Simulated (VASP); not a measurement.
# C (Fd-3m) in VASP: single point with r2SCAN

Aim: the single point of C with r2SCAN.

Program: VASP 6.6.1. These are calculated values, not measurements. Logs are shortened: lines on timing, memory, paths and dates and some standing lists are left out, and cuts for length are marked.

## 1. The cell of the first run

The structure is cubic, space group Fd-3m (No. 227). The conventional cell has a = 3.567 Å, b = 3.567 Å, c = 3.567 Å, α = 90.00°, β = 90.00°, γ = 90.00°. Within 2.1 Å of C (site symmetry -43m) lie 4 C at 1.54 Å.

## 2. Single point, r2SCAN

Contents of POSCAR:

```
C
1.0
    1.7834000000     -1.7834000000      0.0000000000
    1.7834000000      0.0000000000     -1.7834000000
    7.1336000000      7.1336000000      7.1336000000
C
12
Direct
    0.6666666667      0.6666666667      0.4166666667
    0.0000000000      0.0000000000      0.2500000000
    0.3333333333      0.3333333333      0.5833333333
    0.6666666667      0.6666666667      0.9166666667
    1.0000000000      1.0000000000      0.7500000000
    0.3333333333      0.3333333333      0.0833333333
    0.6666666667      0.6666666667      0.5416666667
    1.0000000000      1.0000000000      0.3750000000
    0.3333333333      0.3333333333      0.7083333333
    0.6666666667      0.6666666667      0.0416666667
    0.0000000000      0.0000000000      0.8750000000
    0.3333333333      0.3333333333      0.2083333333
```

Contents of INCAR.step1:

```
SYSTEM = C
  PREC = Accurate
  ENCUT = 910
  ISMEAR = 0
  SIGMA = 0.05
  LREAL = .False.
  LASPH = .True.
  NELM = 120
  NBANDS = 36
  GGA = PE
  ALGO = Normal
  EDIFF = 1E-5
  LWAVE = .True.
  LCHARG = .False.
  GGA_COMPAT = .False.
```

Contents of INCAR.step2:

```
SYSTEM = C
  PREC = Accurate
  ENCUT = 910
  EDIFF = 1E-6
  ISMEAR = 0
  SIGMA = 0.05
  LREAL = .False.
  LASPH = .True.
  NELM = 120
  ALGO = Normal
  ISIF = 2
  LWAVE = .False.
  LCHARG = .False.
  METAGGA = R2SCAN
  LMIXTAU = .True.
  NBANDS = 36
  ISTART = 1
  GGA_COMPAT = .False.
```

Contents of KPOINTS:

```
Automatic mesh
0
Gamma
  10 10 2
  0 0 0
```

Potentials or basis: VASP PAW PBE potentials, release 64 (C_h).

Command:

```bash
$ cat potpaw_PBE.64/C_h/POTCAR > POTCAR
$ cp INCAR.step1 INCAR
$ mpirun -np 1 vasp_std > vasp.out
$ cp INCAR.step2 INCAR
$ mpirun -np 1 vasp_std > vasp.out
```

OUTCAR:

```text
SYSTEM = C
   PREC = Accurate
   ENCUT = 910
   EDIFF = 1E-6
   ISMEAR = 0
   LREAL = .False.
   LASPH = .True.
   NELM = 120
   ISIF = 2
   METAGGA = R2SCAN
   ISTART = 1

 ion  position               nearest neighbor table
   1  0.667  0.667  0.417-
   2  0.000  0.000  0.250-
   3  0.333  0.333  0.583-
   4  0.667  0.667  0.917-
   5  0.000  0.000  0.750-
   6  0.333  0.333  0.083-
   7  0.667  0.667  0.542-
   8  0.000  0.000  0.375-
   9  0.333  0.333  0.708-
  10  0.667  0.667  0.042-
  11  0.000  0.000  0.875-
  12  0.333  0.333  0.208-

  LATTYP: Found a hexagonal cell.
 ALAT       =     2.5221084671
 C/A-ratio  =     4.8989794856

  Lattice vectors:

 A1 = (  -1.7834000000,   0.0000000000,   1.7834000000)
 A2 = (   1.7834000000,  -1.7834000000,   0.0000000000)
 A3 = (   7.1336000000,   7.1336000000,   7.1336000000)

Analysis of symmetry for initial positions (statically):
=====================================================================
 Subroutine PRICEL returns following result:

  LATTYP: Found a face centered cubic cell.
 ALAT       =     3.5668000005

  Lattice vectors:

 A1 = (  -1.7834000004,  -1.7834000002,  -0.0000000002)
 A2 = (  -0.0000000011,  -1.7834000005,   1.7833999995)
 A3 = (  -1.7834000000,   0.0000000000,   1.7834000000)

   6 primitive cells build up your supercell.

 Routine SETGRP: Setting up the symmetry group for a
 hexagonal supercell.

 Subroutine GETGRP returns: Found 12 space group operations
 (whereof  6 operations were pure point group operations)
 out of a pool of 24 trial point group operations.

The static configuration has the point symmetry C_3v.
 The point group associated with its full space group is D_3d.

Analysis of symmetry for dynamics (positions and initial velocities):
=====================================================================
 Subroutine PRICEL returns following result:

  LATTYP: Found a face centered cubic cell.
 ALAT       =     3.5668000005

  Lattice vectors:

 A1 = (  -1.7834000004,  -1.7834000002,  -0.0000000002)
 A2 = (  -0.0000000011,  -1.7834000005,   1.7833999995)
 A3 = (  -1.7834000000,   0.0000000000,   1.7834000000)

   6 primitive cells build up your supercell.

 Routine SETGRP: Setting up the symmetry group for a
 hexagonal supercell.

 Subroutine GETGRP returns: Found 12 space group operations
 (whereof  6 operations were pure point group operations)
 out of a pool of 24 trial point group operations.

The dynamic configuration has the point symmetry C_3v.
 The point group associated with its full space group is D_3d.

 Subroutine INISYM returns: Found 12 space group operations
 (whereof  6 operations are pure point group operations),
 and found     6 'primitive' translations

----------------------------------------------------------------------------------------

                                     Primitive cell

  volume of cell :      11.3443

  direct lattice vectors                    reciprocal lattice vectors
    -1.783400000 -1.783400000 -0.000000000    -0.280363351 -0.280363351 -0.280363351
    -0.000000001 -1.783400001  1.783399999     0.280363351 -0.280363351  0.280363351
    -1.783400000  0.000000000  1.783400000    -0.280363351  0.280363351  0.280363351

  length of vectors
     2.522108468  2.522108467  2.522108467     0.485603568  0.485603568  0.485603568

  position of ions in fractional coordinates (direct lattice)
     0.499999999  0.500000000  0.500000000
     0.749999999  0.750000000  0.750000000

  ion indices of the primitive-cell ions
   primitive index   ion index
                 1           1
                 2           7

----------------------------------------------------------------------------------------

 KPOINTS: Automatic mesh

Automatic generation of k-mesh.
 Grid dimensions read from file:
 generate k-points for:   10   10    2

 Generating k-lattice:

  Cartesian coordinates                     Fractional coordinates (reciprocal lattice)
     0.018690890 -0.037381780  0.018690890     0.100000000  0.000000000  0.000000000
     0.018690890  0.018690890 -0.037381780     0.000000000  0.100000000  0.000000000
     0.023363613  0.023363613  0.023363613     0.000000000  0.000000000  0.500000000

  Length of vectors
     0.045783143  0.045783143  0.040466964

  Shift w.r.t. Gamma in fractional coordinates (k-lattice)
     0.000000000  0.000000000  0.000000000

 Subroutine IBZKPT returns following result:
 ===========================================

 Found     28 irreducible k-points:

 Following reciprocal coordinates:
            Coordinates               Weight
  0.000000  0.000000  0.000000      1.000000
  0.100000  0.000000  0.000000      6.000000
  0.200000  0.000000  0.000000      6.000000
  0.300000  0.000000  0.000000      6.000000
  0.400000  0.000000  0.000000      6.000000
  0.500000  0.000000  0.000000      3.000000
[... 16 lines left out ...]
  0.400000  0.100000  0.500000     12.000000
  0.500000  0.100000  0.500000     12.000000
 [... further k-points ...]
   k-points           NKPTS =     28   k-points in BZ     NKDIM =     28   number of bands    NBANDS=     36
   number of dos      NEDOS =    301   number of ions     NIONS =     12
   total plane-waves  NPLWV =  98784
   dimension x,y,z NGX =    28 NGY =   28 NGZ =  126
   dimension x,y,z NGXF=    56 NGYF=   56 NGZF=  252
   ions per type =              12
   NGX,Y,Z   is equivalent  to a cutoff of  18.46, 18.46, 16.95 a.u.
   NGXF,Y,Z  is equivalent  to a cutoff of  36.91, 36.91, 33.91 a.u.
 SYSTEM =  C
   PREC   = accura    normal or accurate (medium, high low for compatibility)
   ISTART =      1    job   : 0-new  1-cont  2-samecut
   ICHARG =      0    charge: 1-file 2-atom 10-const
   ISPIN  =      1    spin polarized calculation?
   LNONCOLLINEAR =      F non collinear calculations
   LSORBIT =      F    spin-orbit coupling
   LASPH  =      T    aspherical Exc in radial PAW
   ENCUT  =  910.0 eV  66.88 Ry    8.18 a.u.   6.20  6.20 30.39*2*pi/ulx,y,z
   NELM   =    120;   NELMIN=  2; NELMDL=  0     # of ELM steps
   EDIFF  = 0.1E-05   stopping-criterion for ELM
   LREAL  =      F    real-space projection
   EDIFFG = 0.1E-04   stopping-criterion for IOM
   NSW    =      0    number of steps for IOM
   IBRION =     -1    ionic relax: 0-MD 1-quasi-New 2-CG
   NFREE  =      0    steps in history (QN), initial steepest desc. (CG)
   ISIF   =      2    stress and relaxation
   ISYM   =      2    0-nonsym 1-usesym 2-fastsym
   POTIM  = 0.5000    time-step for ionic-motion
   TEBEG  =    0.0;   TEEND  =   0.0 temperature during run
   PSTRESS=    0.0 pullay stress
   NELECT =      48.0000    total number of electrons
   NUPDOWN=      -1.0000    fix difference up-down
   EMIN   =  10.00;   EMAX   =-10.00  energy-range for DOS
   EFERMI =   0.00;   METHOD = LEGACY
   ISMEAR =     0;   SIGMA  =   0.05  broadening in eV -4-tet -1-fermi 0-gaus
   EFERMI_NEDOS =   21; number of points for ismear=-14 and -15
   IALGO  =     38    algorithm
   IMIX   =      4    mixing-type and parameters
     AMIX     =   0.40;   BMIX     =  1.00
     AMIX_MAG =   1.60;   BMIX_MAG =  1.00
  volume/ion in A,a.u.               =       5.67        38.28
  Fermi-wavevector in a.u.,A,eV,Ry     =   1.457178  2.753668 28.890189  2.123369
  Thomas-Fermi vector in A             =   2.574010
   LORBIT       =      0    0 simple, 1 ext, 2 COOP (PROOUT), +10 PAW based schemes
   METAGGA = R2SCAN    functional components
   LHFCALC =     F    Hartree Fock is set to
   AEXX    =    0.0000 exact exchange contribution
   IVDW    =     0    specifies the selected vdW correction
   LEPSILON=     F    determine dielectric tensor
   LRPA    =     F    only Hartree local field effects (RPA)
 non-spin polarized calculation
 Gauss-broadening in eV      SIGMA  =   0.05
  energy-cutoff  :      910.00
  volume of cell :       68.07
 maximum number of plane-waves:      4261
 NGX is ok and might be reduce to    28
   NGX = 13   NGY = 13   NGZ = 61

 number of electron      48.0000000 magnetization

 Free energy of the ion-electron system (eV)
  ---------------------------------------------------
  ext. energy  EPLUGINS =         0.00000000
  ---------------------------------------------------
  free energy    TOTEN  =      -118.31326966 eV

  energy without entropy =     -118.31326966  energy(sigma->0) =     -118.31326966

 E-fermi :  11.1992     XC(G=0): -14.2699

 val. band max:       10.9074818110   @ k =   0.0000   0.0000   0.0000
 cond. band min:      15.3096344818   @ k =   0.4000   0.0000   0.5000
 fundamental gap:      4.4021526708
 Fermi energy:        11.1991911944

 k-point     1 :       0.0000    0.0000    0.0000
  band No.  band energies     occupation
      1     -11.7610      2.00000
      2     -10.9607      2.00000
      3     -10.9607      2.00000
      4      -8.6184      2.00000
      5      -8.6184      2.00000
      6      -5.8183      2.00000
[... 28 lines left out ...]
     35      19.6362      0.00000
     36      19.6384      0.00000

 k-point     2 :       0.1000    0.0000    0.0000
  band No.  band energies     occupation
      1     -11.5041      2.00000
      2     -10.7058      2.00000
      3     -10.7054      2.00000
      4      -8.3715      2.00000
      5      -8.3702      2.00000
      6      -5.5883      2.00000
[... 28 lines left out ...]
     35      19.7964      0.00000
     36      19.8437      0.00000

 k-point     3 :       0.2000    0.0000    0.0000
  band No.  band energies     occupation
      1     -10.7376      2.00000
      2      -9.9471      2.00000
      3      -9.9432      2.00000
      4      -7.6413      2.00000
      5      -7.6283      2.00000
      6      -4.9054      2.00000
[... 28 lines left out ...]
     35      20.8422      0.00000
     36      22.0554      0.00000
[... 742 lines left out ...]
 k-point    23 :       0.4000    0.1000    0.5000
  band No.  band energies     occupation
      1      -8.3042      2.00000
      2      -8.2875      2.00000
      3      -6.8283      2.00000
      4      -6.7506      2.00000
      5      -4.1798      2.00000
      6      -3.9334      2.00000
[... 28 lines left out ...]
     35      20.7903      0.00000
     36      21.9999      0.00000

 k-point    24 :       0.5000    0.1000    0.5000
  band No.  band energies     occupation
      1      -6.4874      2.00000
      2      -6.3790      2.00000
      3      -5.4861      2.00000
      4      -4.8559      2.00000
      5      -4.3493      2.00000
      6      -2.6603      2.00000
[... 28 lines left out ...]
     35      21.2928      0.00000
     36      22.1510      0.00000

 [... further k-points ...]
[... 5 lines left out ...]
  --------------------------------------------------------------------------------------
  -------------------------------------------------------------------------------------
  Total       -1.3965633     -1.3965633     -1.3965633     -0.0012432     -0.0012432     -0.0012432
  in kB      -32.8733272    -32.8733272    -32.8733272     -0.0292632     -0.0292632     -0.0292632
  external PRESSURE =     -32.8733272 kB  Pullay stress =       0.0000000 kB

 VOLUME and BASIS-vectors are now :
 -----------------------------------------------------------------------------
  energy-cutoff  :      910.00
  volume of cell :       68.07
      direct lattice vectors                 reciprocal lattice vectors
     1.783400000 -1.783400000  0.000000000     0.186908901 -0.373817801  0.186908901
     1.783400000  0.000000000 -1.783400000     0.186908901  0.186908901 -0.373817801
     7.133600000  7.133600000  7.133600000     0.046727225  0.046727225  0.046727225

 POSITION                                       TOTAL-FORCE (eV/Angst)
 -----------------------------------------------------------------------------------
      5.35020      1.78340      1.78340        -0.000004     -0.000004     -0.000004
      1.78340      1.78340      1.78340        -0.000004     -0.000004     -0.000004
      5.35020      3.56680      3.56680        -0.000004     -0.000004     -0.000004
      8.91700      5.35020      5.35020        -0.000004     -0.000004     -0.000004
      5.35020      5.35020      5.35020        -0.000004     -0.000004     -0.000004
      1.78340     -0.00000     -0.00000        -0.000004     -0.000004     -0.000004
      6.24190      2.67510      2.67510         0.000004      0.000004      0.000004
      2.67510      2.67510      2.67510         0.000004      0.000004      0.000004
      6.24190      4.45850      4.45850         0.000004      0.000004      0.000004
      2.67510     -0.89170     -0.89170         0.000004      0.000004      0.000004
      6.24190      6.24190      6.24190         0.000004      0.000004      0.000004
      2.67510      0.89170      0.89170         0.000004      0.000004      0.000004
 -----------------------------------------------------------------------------------
    total drift:                               -0.000126     -0.000126     -0.000126

  FREE ENERGIE OF THE ION-ELECTRON SYSTEM (eV)
  ---------------------------------------------------
  free  energy   TOTEN  =      -118.3132696565 eV

  energy  without entropy=     -118.3132696565  energy(sigma->0) =     -118.31326966
```

Wall time 19 min (1 thread of AMD EPYC 7R43 (Zen 3), shared host); peak memory 0.34 GiB.

Results:

- Free energy: -118.3133 eV
- Pressure: -3.3 GPa
- Band gap on the k mesh: 4.40 eV

Caveat: the cutoff is under 1.25 times the usual one of these potentials, so pressure, stress and relaxed cells hold a basis-set (Pulay) error; the cell stands under tension; the PAW data sets were made with another functional, which shifts forces and pressure a little. A k mesh can miss the band edges.
